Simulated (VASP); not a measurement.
Input of a VASP 6.6.1 run:

Contents of INCAR:

```
SYSTEM = Fe
ALGO = Normal ; EDIFF = 1E-7
ENCUT = 520 ; GGA = PE
ISIF = 2 ; ISMEAR = -1
ISPIN = 2 ; LASPH = .True.
LCHARG = .False. ; LMAXMIX = 4
LORBIT = 11 ; LREAL = .False.
LWAVE = .False. ; MAGMOM = 0.4
NBANDS = 14 ; NELM = 150
PREC = Accurate ; SIGMA = 0.1
```

Contents of KPOINTS:

```
k-points
0
Gamma
  12 12 12
  0 0 0
```

File POSCAR:

```
Fe
1.0
    0.0000000000      1.8395000000      1.8395000000
    1.8395000000      0.0000000000      1.8395000000
    1.8395000000      1.8395000000      0.0000000000
Fe
1
Direct
    0.0000000000      0.0000000000      0.0000000000
```

Potentials or basis: VASP PAW PBE potentials, release 64 (Fe).

Command:

```sh
$ cat potpaw_PBE.64/Fe/POTCAR > POTCAR
$ mpirun -np 1 vasp_std > vasp.out
```

Question: What does it give for the band gap on the k mesh?

Answer: Zero (filled and empty bands overlap).

Question: Predict the pressure.

Answer: -34.6 GPa.

Question: Predict the net moment.

Answer: 0.00 μB per cell.
